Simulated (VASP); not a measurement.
Here is a VASP 6.6.1 calculation.

The input POSCAR.step1:

```
Rb
1.0
    4.9307376978      0.0000000000      0.0000000000
   -2.4653688489      4.2701441056      0.0000000000
    0.0000000000      0.0000000000      8.1807940843
Rb
2
Direct
    0.6666666667      0.3333333333      0.7500000000
    0.3333333333      0.6666666667      0.2500000000
```

File POSCAR.step2:

```
Rb
1.0
    4.9843368720      0.0000000000      0.0000000000
   -2.4921684360      4.3165623521      0.0000000000
    0.0000000000      0.0000000000      8.2697227262
Rb
2
Direct
    0.6666666667      0.3333333333      0.7500000000
    0.3333333333      0.6666666667      0.2500000000
```

POSCAR.step3

```
Rb
1.0
    5.0368074318      0.0000000000      0.0000000000
   -2.5184037159      4.3620031899      0.0000000000
    0.0000000000      0.0000000000      8.3567788366
Rb
2
Direct
    0.6666666667      0.3333333333      0.7500000000
    0.3333333333      0.6666666667      0.2500000000
```

File POSCAR.step4:

```
Rb
1.0
    5.0882069760      0.0000000000      0.0000000000
   -2.5441034880      4.4065165009      0.0000000000
    0.0000000000      0.0000000000      8.4420579800
Rb
2
Direct
    0.6666666667      0.3333333333      0.7500000000
    0.3333333333      0.6666666667      0.2500000000
```

Contents of POSCAR.step5:

```
Rb
1.0
    5.1385885394      0.0000000000      0.0000000000
   -2.5692942697      4.4501482147      0.0000000000
    0.0000000000      0.0000000000      8.5256481487
Rb
2
Direct
    0.6666666667      0.3333333333      0.7500000000
    0.3333333333      0.6666666667      0.2500000000
```

POSCAR.step6

```
Rb
1.0
    5.1880010759      0.0000000000      0.0000000000
   -2.5940005379      4.4929407265      0.0000000000
    0.0000000000      0.0000000000      8.6076305640
Rb
2
Direct
    0.6666666667      0.3333333333      0.7500000000
    0.3333333333      0.6666666667      0.2500000000
```

The input POSCAR.step7:

```
Rb
1.0
    5.2364898777      0.0000000000      0.0000000000
   -2.6182449389      4.5349332607      0.0000000000
    0.0000000000      0.0000000000      8.6880803725
Rb
2
Direct
    0.6666666667      0.3333333333      0.7500000000
    0.3333333333      0.6666666667      0.2500000000
```

File INCAR:

```
SYSTEM = Rb
GGA = PE ; ISMEAR = 0
SIGMA = 0.04 ; LWAVE = .FALSE.
LCHARG = .FALSE. ; ISIF = 2
NSW = 0 ; PREC = Accurate
LASPH = .TRUE. ; LREAL = .FALSE.
ALGO = Normal ; EDIFF = 1E-7
NELM = 120 ; GGA_COMPAT = .FALSE.
ENCUT = 580
```

KPOINTS

```
Automatic mesh
0
Gamma
  12 12 6
  0 0 0
```

Potentials or basis: VASP PAW PBE potentials, release 64 (Rb_sv).

Launch:

```sh
$ cat potpaw_PBE.64/Rb_sv/POTCAR > POTCAR
$ cp POSCAR.step1 POSCAR
$ mpirun -np 1 vasp_std > vasp.out
$ cp POSCAR.step2 POSCAR
$ mpirun -np 1 vasp_std > vasp.out
$ cp POSCAR.step3 POSCAR
$ mpirun -np 1 vasp_std > vasp.out
$ cp POSCAR.step4 POSCAR
$ mpirun -np 1 vasp_std > vasp.out
$ cp POSCAR.step5 POSCAR
$ mpirun -np 1 vasp_std > vasp.out
$ cp POSCAR.step6 POSCAR
$ mpirun -np 1 vasp_std > vasp.out
$ cp POSCAR.step7 POSCAR
$ mpirun -np 1 vasp_std > vasp.out
```

Problem. Estimate the bulk modulus at fixed shape and positions.

Solution. 2.8 GPa.

Problem. Estimate the pressure derivative of the bulk modulus.

Solution. 3.8.

Energy against volume, from the lowest point:
| volume (Å³/atom) | energy (meV/atom) |
| --- | --- |
| 86.123 | 2.90 |
| 88.962 | 0.58 |
| 91.802 | 0.00 |
| 94.641 | 0.92 |
| 97.480 | 3.14 |
| 100.319 | 6.47 |
| 103.158 | 10.77 |

Caveat: the cell was scaled at fixed shape and fractional positions, which overstates the stiffness of a crystal with free parameters, most of all of layers and chains.
